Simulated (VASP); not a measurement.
# Pt in VASP: a series of runs

The runs below take Pt through single point, with PBE.

Everything below comes from runs of VASP 6.6.1. Logs are shortened: lines on timing, memory, paths and dates and some standing lists are left out, and cuts for length are marked.

## (1) The cell of the first run

The cell holds a sheet with vacuum, 1 atom: a = 2.528 Å, b = 2.528 Å, c = 23.800 Å, α = 90.00°, β = 90.00°, γ = 90.00°.

The cell was built from a structure type or drawn by symmetry, and may not be a known phase.

## (2) Single point, PBE

File INCAR:

```
SYSTEM = Pt
PREC = Accurate ; ENCUT = 520
EDIFF = 1E-7 ; ISMEAR = 0
SIGMA = 0.1 ; LREAL = .FALSE.
LASPH = .TRUE. ; NELM = 60
ALGO = Normal ; ISIF = 2
LWAVE = .FALSE. ; LCHARG = .FALSE.
LDIPOL = .TRUE. ; IDIPOL = 3
DIPOL = 0.5 0.5 0.294 ; GGA = PE
NBANDS = 11
```

File KPOINTS:

```
Automatic mesh
0
G
  6 6 1
  0 0 0
```

File POSCAR:

```
Pt
1.0
    2.5280924489      0.0000000000      0.0000000000
    0.0000000000      2.5280924489      0.0000000000
    0.0000000000      0.0000000000     23.8000000000
Pt
1
Direct
    0.0000000000      0.0000000000      0.2941176471
```

Potentials or basis: VASP PAW PBE potentials, release 64 (Pt).

Started as:

```bash
$ cat potpaw_PBE.64/Pt/POTCAR > POTCAR
$ mpirun -np 1 vasp_std > vasp.out
```

OUTCAR:

```text
SYSTEM = Pt
   PREC = Accurate
   ENCUT = 520
   EDIFF = 1E-7
   ISMEAR = 0
   LREAL = .FALSE.
   LASPH = .TRUE.
   NELM = 60
   ISIF = 2
   GGA = PE

 ion  position               nearest neighbor table
   1  0.000  0.000  0.294-

  LATTYP: Found a simple tetragonal cell.
 ALAT       =     2.5280924489
 C/A-ratio  =     9.4142126845

  Lattice vectors:

 A1 = (   2.5280924489,   0.0000000000,   0.0000000000)
 A2 = (   0.0000000000,   2.5280924489,   0.0000000000)
 A3 = (   0.0000000000,   0.0000000000,  23.8000000000)

Analysis of symmetry for initial positions (statically):
=====================================================================
 Subroutine PRICEL returns:
 Original cell was already a primitive cell.

 Routine SETGRP: Setting up the symmetry group for a
 simple tetragonal supercell.

 Subroutine GETGRP returns: Found 16 space group operations
 (whereof  8 operations were pure point group operations)
 out of a pool of 16 trial point group operations.

The static configuration has the point symmetry C_4v.
 The point group associated with its full space group is D_4h.

Analysis of symmetry for dynamics (positions and initial velocities):
=====================================================================
 Subroutine PRICEL returns:
 Original cell was already a primitive cell.

 Routine SETGRP: Setting up the symmetry group for a
 simple tetragonal supercell.

 Subroutine GETGRP returns: Found 16 space group operations
 (whereof  8 operations were pure point group operations)
 out of a pool of 16 trial point group operations.

The dynamic configuration has the point symmetry C_4v.
 The point group associated with its full space group is D_4h.

 Subroutine INISYM returns: Found 16 space group operations
 (whereof  8 operations are pure point group operations),
 and found     1 'primitive' translations

----------------------------------------------------------------------------------------

                                     Primitive cell

  volume of cell :     152.1118

  direct lattice vectors                    reciprocal lattice vectors
     2.528092449  0.000000000  0.000000000     0.395555155  0.000000000  0.000000000
     0.000000000  2.528092449  0.000000000     0.000000000  0.395555155  0.000000000
     0.000000000  0.000000000 23.800000000     0.000000000  0.000000000  0.042016807

  length of vectors
     2.528092449  2.528092449 23.800000000     0.395555155  0.395555155  0.042016807

  position of ions in fractional coordinates (direct lattice)
     0.000000000  0.000000000  0.294117647

  ion indices of the primitive-cell ions
   primitive index   ion index
                 1           1

----------------------------------------------------------------------------------------

 KPOINTS: Automatic mesh

Automatic generation of k-mesh.
 Grid dimensions read from file:
 generate k-points for:    6    6    1

 Generating k-lattice:

  Cartesian coordinates                     Fractional coordinates (reciprocal lattice)
     0.065925859  0.000000000  0.000000000     0.166666667  0.000000000  0.000000000
     0.000000000  0.065925859  0.000000000     0.000000000  0.166666667  0.000000000
     0.000000000  0.000000000  0.042016807     0.000000000  0.000000000  1.000000000

  Length of vectors
     0.065925859  0.065925859  0.042016807

  Shift w.r.t. Gamma in fractional coordinates (k-lattice)
     0.000000000  0.000000000  0.000000000

 Subroutine IBZKPT returns following result:
 ===========================================

 Found     10 irreducible k-points:

 Following reciprocal coordinates:
            Coordinates               Weight
  0.000000  0.000000  0.000000      1.000000
  0.166667  0.000000  0.000000      4.000000
  0.333333  0.000000  0.000000      4.000000
  0.500000  0.000000  0.000000      2.000000
  0.166667  0.166667  0.000000      4.000000
  0.333333  0.166667  0.000000      8.000000
  0.500000  0.166667  0.000000      4.000000
  0.333333  0.333333  0.000000      4.000000
  0.500000  0.333333  0.000000      4.000000
  0.500000  0.500000  0.000000      1.000000
   k-points           NKPTS =     10   k-points in BZ     NKDIM =     10   number of bands    NBANDS=     11
   number of dos      NEDOS =    301   number of ions     NIONS =      1
   total plane-waves  NPLWV =  72000
   dimension x,y,z NGX =    20 NGY =   20 NGZ =  180
   dimension x,y,z NGXF=    40 NGYF=   40 NGZF=  360
   ions per type =               1
   NGX,Y,Z   is equivalent  to a cutoff of  13.15, 13.15, 12.57 a.u.
   NGXF,Y,Z  is equivalent  to a cutoff of  26.30, 26.30, 25.15 a.u.
 SYSTEM =  Pt
   PREC   = accura    normal or accurate (medium, high low for compatibility)
   ISTART =      0    job   : 0-new  1-cont  2-samecut
   ICHARG =      2    charge: 1-file 2-atom 10-const
   ISPIN  =      1    spin polarized calculation?
   LNONCOLLINEAR =      F non collinear calculations
   LSORBIT =      F    spin-orbit coupling
   LASPH  =      T    aspherical Exc in radial PAW
   ENCUT  =  520.0 eV  38.22 Ry    6.18 a.u.   4.70  4.70 44.25*2*pi/ulx,y,z
   NELM   =     60;   NELMIN=  2; NELMDL= -5     # of ELM steps
   EDIFF  = 0.1E-06   stopping-criterion for ELM
   LREAL  =      F    real-space projection
   EDIFFG = 0.1E-05   stopping-criterion for IOM
   NSW    =      0    number of steps for IOM
   IBRION =     -1    ionic relax: 0-MD 1-quasi-New 2-CG
   NFREE  =      0    steps in history (QN), initial steepest desc. (CG)
   ISIF   =      2    stress and relaxation
   ISYM   =      2    0-nonsym 1-usesym 2-fastsym
   POTIM  = 0.5000    time-step for ionic-motion
   TEBEG  =    0.0;   TEEND  =   0.0 temperature during run
   PSTRESS=    0.0 pullay stress
   NELECT =      10.0000    total number of electrons
   NUPDOWN=      -1.0000    fix difference up-down
   EMIN   =  10.00;   EMAX   =-10.00  energy-range for DOS
   EFERMI =   0.00;   METHOD = LEGACY
   ISMEAR =     0;   SIGMA  =   0.10  broadening in eV -4-tet -1-fermi 0-gaus
   EFERMI_NEDOS =   21; number of points for ismear=-14 and -15
   IALGO  =     38    algorithm
   IMIX   =      4    mixing-type and parameters
     AMIX     =   0.40;   BMIX     =  1.00
     AMIX_MAG =   1.60;   BMIX_MAG =  1.00
  volume/ion in A,a.u.               =     152.11      1026.50
  Fermi-wavevector in a.u.,A,eV,Ry     =   0.660725  1.248589  5.939720  0.436557
  Thomas-Fermi vector in A             =   1.733262
   LORBIT       =      0    0 simple, 1 ext, 2 COOP (PROOUT), +10 PAW based schemes
   GGA     = PE    functional components
   LHFCALC =     F    Hartree Fock is set to
   AEXX    =    0.0000 exact exchange contribution
   IVDW    =     0    specifies the selected vdW correction
   LEPSILON=     F    determine dielectric tensor
   LRPA    =     F    only Hartree local field effects (RPA)
 non-spin polarized calculation
 Gauss-broadening in eV      SIGMA  =   0.10
  energy-cutoff  :      520.00
  volume of cell :      152.11
 maximum number of plane-waves:      4157
 NGX is ok and might be reduce to    20
   NGX =  9   NGY =  9   NGZ = 89

 number of electron      10.0000003 magnetization

 dipolmoment           0.000000      0.000000     -0.000000 electrons x Angstroem

 Free energy of the ion-electron system (eV)
  ---------------------------------------------------
  ext. energy  EPLUGINS =         0.00000000
  ---------------------------------------------------
  free energy    TOTEN  =        -4.64977380 eV

  energy without entropy =       -4.63027378  energy(sigma->0) =       -4.64002379

 E-fermi :  -4.4653     XC(G=0):  -2.0529

 val. band max:       -4.5028309875   @ k =   0.3333   0.1667   0.0000
 cond. band min:      -4.4481313472   @ k =   0.1667   0.0000   0.0000
 fundamental gap:      0.0546996403
 Fermi energy:        -4.4652550468

 k-point     1 :       0.0000    0.0000    0.0000
  band No.  band energies     occupation
      1     -11.5176      2.00000
      2     -10.3005      2.00000
      3      -6.7771      2.00000
      4      -4.5383      1.69847
      5      -4.5383      1.69847
      6      -3.5975      0.00000
      7      -2.7167      0.00000
      8       1.3962      0.00000
      9       1.7938      0.00000
     10       1.8839      0.00000
     11       2.7248      0.00000

 k-point     2 :       0.1667    0.0000    0.0000
  band No.  band energies     occupation
      1     -10.7944      2.00000
      2      -9.3819      2.00000
      3      -6.4908      2.00000
      4      -6.0369      2.00000
      5      -4.4481      0.80865
      6      -4.3081      0.02629
      7      -1.2688      0.00000
      8       2.0220      0.00000
      9       2.4852      0.00000
     10       2.5281      0.00000
     11       3.4261      0.00000

 k-point     3 :       0.3333    0.0000    0.0000
  band No.  band energies     occupation
      1     -10.0511      2.00000
      2      -7.7003      2.00000
      3      -5.9870      2.00000
      4      -5.7459      2.00000
      5      -5.5158      2.00000
      6      -4.2627      0.00417
      7       1.0024      0.00000
      8       3.8872      0.00000
      9       4.4633      0.00000
     10       4.4675      0.00000
     11       5.4102      0.00000

 k-point     4 :       0.5000    0.0000    0.0000
  band No.  band energies     occupation
      1      -9.7371      2.00000
      2      -8.3360      2.00000
      3      -6.0435      2.00000
      4      -5.4398      2.00000
      5      -4.1673      0.00003
      6      -2.5328      0.00000
      7       1.7924      0.00000
      8       2.9328      0.00000
      9       6.2330      0.00000
     10       6.7169      0.00000
     11       7.2704      0.00000

 k-point     5 :       0.1667    0.1667    0.0000
  band No.  band energies     occupation
      1      -9.6155      2.00000
      2      -8.9729      2.00000
      3      -6.2442      2.00000
      4      -6.2069      2.00000
      5      -5.3692      2.00000
      6      -5.0125      2.00000
      7      -0.1148      0.00000
      8       2.6498      0.00000
      9       3.1739      0.00000
     10       3.1762      0.00000
     11       4.1330      0.00000

 k-point     6 :       0.3333    0.1667    0.0000
  band No.  band energies     occupation
      1      -8.7542      2.00000
      2      -7.5132      2.00000
      3      -7.2280      2.00000
      4      -5.6940      2.00000
      5      -5.3659      2.00000
      6      -4.5028      1.40486
      7       2.0644      0.00000
      8       4.5237      0.00000
      9       5.1129      0.00000
     10       5.1619      0.00000
     11       6.1298      0.00000

 k-point     7 :       0.5000    0.1667    0.0000
  band No.  band energies     occupation
      1      -8.3110      2.00000
      2      -8.1234      2.00000
      3      -7.7226      2.00000
      4      -5.2327      2.00000
      5      -5.2276      2.00000
      6      -0.6522      0.00000
      7       1.9576      0.00000
      8       4.1696      0.00000
      9       6.7149      0.00000
     10       7.4482      0.00000
     11       7.8957      0.00000

 k-point     8 :       0.3333    0.3333    0.0000
  band No.  band energies     occupation
      1      -9.0318      2.00000
      2      -7.2494      2.00000
      3      -6.7900      2.00000
      4      -5.3432      2.00000
      5      -5.3217      2.00000
      6      -2.7421      0.00000
      7       4.2436      0.00000
      8       6.4042      0.00000
      9       7.0582      0.00000
     10       7.1542      0.00000
     11       7.3877      0.00000

 k-point     9 :       0.5000    0.3333    0.0000
  band No.  band energies     occupation
      1      -9.6215      2.00000
      2      -7.6632      2.00000
      3      -6.7831      2.00000
      4      -5.1669      2.00000
      5      -4.2462      0.00195
      6       1.9563      0.00000
      7       2.4666      0.00000
      8       6.6912      0.00000
      9       7.8409      0.00000
     10       9.4005      0.00000
     11       9.7461      0.00000

 k-point    10 :       0.5000    0.5000    0.0000
  band No.  band energies     occupation
      1     -10.3303      2.00000
      2      -7.4123      2.00000
      3      -7.4123      2.00000
      4      -4.7364      1.99987
      5      -1.6750      0.00000
      6       3.3528      0.00000
      7       3.3528      0.00000
      8       8.0121      0.00000
      9       8.4189      0.00000
     10       8.9533      0.00000
     11      10.5294      0.00000

------------------------ aborting loop because EDIFF is reached ----------------------------------------

 vacuum level on the upper side and lower side of the slab       (xc-potential included)        -0.084        -0.084

  FORCE on cell =-STRESS in cart. coord.  units (eV):
  Direction    XX          YY          ZZ          XY          YZ          ZX
  --------------------------------------------------------------------------------------
  -------------------------------------------------------------------------------------
  Total       -0.1371710     -0.1371710     -0.0121665      0.0000000     -0.0000000      0.0000000
  in kB       -1.4448074     -1.4448074     -0.1281488      0.0000000     -0.0000000      0.0000000
  external PRESSURE =      -1.0059212 kB  Pullay stress =       0.0000000 kB

 VOLUME and BASIS-vectors are now :
 -----------------------------------------------------------------------------
  energy-cutoff  :      520.00
  volume of cell :      152.11
      direct lattice vectors                 reciprocal lattice vectors
     2.528092449  0.000000000  0.000000000     0.395555155  0.000000000  0.000000000
     0.000000000  2.528092449  0.000000000     0.000000000  0.395555155  0.000000000
     0.000000000  0.000000000 23.800000000     0.000000000  0.000000000  0.042016807

 POSITION                                       TOTAL-FORCE (eV/Angst)
 -----------------------------------------------------------------------------------
      0.00000      0.00000      7.00000         0.000000      0.000000      0.000000
 -----------------------------------------------------------------------------------
    total drift:                               -0.000000     -0.000000     -0.000000

  FREE ENERGIE OF THE ION-ELECTRON SYSTEM (eV)
  ---------------------------------------------------
  free  energy   TOTEN  =        -4.6497737992 eV

  energy  without entropy=       -4.6302737842  energy(sigma->0) =       -4.64002379

 vacuum level on the upper side and lower side of the slab         1.615         1.613
```

Wall time 11 s (1 thread of AMD EPYC 9R45 (Zen 5), shared host); peak memory 0.21 GiB.

Results:

- Free energy: -4.6498 eV
- Band gap on the k mesh: zero (bands 5 and 6 overlap by 3.34 eV)

Caveat: the k points lie up to 0.41 Å⁻¹ apart, too coarse for converged energies and pressures of a metal; spin-orbit coupling is left out, which moves the levels of the heavy elements.

(Continued in part 2 of 2.)
